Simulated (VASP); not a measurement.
## VN (rocksalt type): single point with PBEsol

VN (rocksalt type):

```
V N
1.0
     0.00000    1.82591    1.82591
     1.82591    0.00000    1.82591
     1.82591    1.82591    0.00000
V N
1 1
Direct
  0.00000 0.00000 0.00000
  0.50000 0.50000 0.50000
```

This cell differs from its parent crystal: volume scaled by 0.72.

- Program: VASP 6.6.1
- Task: single point
- Functional: PBEsol
- Potentials or basis: VASP PAW PBE potentials, release 64 (V_sv, N)
- Cutoff: 600 eV
- k mesh: 17 × 17 × 17
- Occupations: fermi-dirac, width 0.1 eV
- Spin: no spin polarisation

```json
{
  "Pressure": "228.4 GPa",
  "Band gap on the k mesh": "zero (band 9 reaches 19.23 eV, above the bottom of band 10 at 15.48 eV)"
}
```

Levels at points of the mesh, in eV from the Fermi level:
| k point | band 6 | band 7 | band 8 | band 9 | band 10 | band 11 | band 12 | band 13 |
| --- | --- | --- | --- | --- | --- | --- | --- | --- |
| (0.00, 0.00, 0.00) | -2.99 | -2.99 | -2.99 | -2.67 | -2.67 | -2.67 | -0.83 | -0.83 |

Run time: 20 s on 1 thread of Intel(R) Xeon(R) 6975P-C (Granite Rapids), on a shared host, peak memory 0.16 GiB.

Caveat: the PAW data sets were made with another functional, which shifts forces and pressure a little; the run has no spin polarisation, though such a crystal can be magnetic.
